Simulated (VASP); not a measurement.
Crystal: CoO.

```
Co O
1.0
     1.50547    0.86918    2.43993
    -1.50547    0.86918    2.43993
     0.00000   -1.73837    2.43993
Co O
1 1
Direct
  0.00000 0.00000 0.00000
  0.50000 0.50000 0.50000
```

Base run:

| Property | Result |
| --- | --- |
| Program | VASP 6.6.1 |
| Functional | PBE |
| Potentials or basis | VASP PAW PBE potentials, release 64 (Co_sv, O) |
| Cutoff | 600 eV |
| k mesh | 9 × 9 × 9 |
| Occupations | fermi-dirac, width 0.05 eV |
| Spin | collinear spin, ferromagnetic start |
| Starting moments | [4.0, 0.0] μB |
| Fixed moment | 4 μB |

Its results: pressure 22.6 GPa; site moments Co +2.96; O +0.64 μB.

Question: The run is repeated on the same cell with these changes: fixed moment from 4 μB to 2 μB; moments at the start from [4.0, 0.0] to [2.0, 0.0]. What comes out?

Answer: Pressure -10.0 GPa; site moments Co +1.85; O +0.07 μB.

Caveats: the total moment is fixed, so each spin has its own Fermi level; a cell with one magnetic atom can't hold antiferromagnetic order, which such compounds often take.
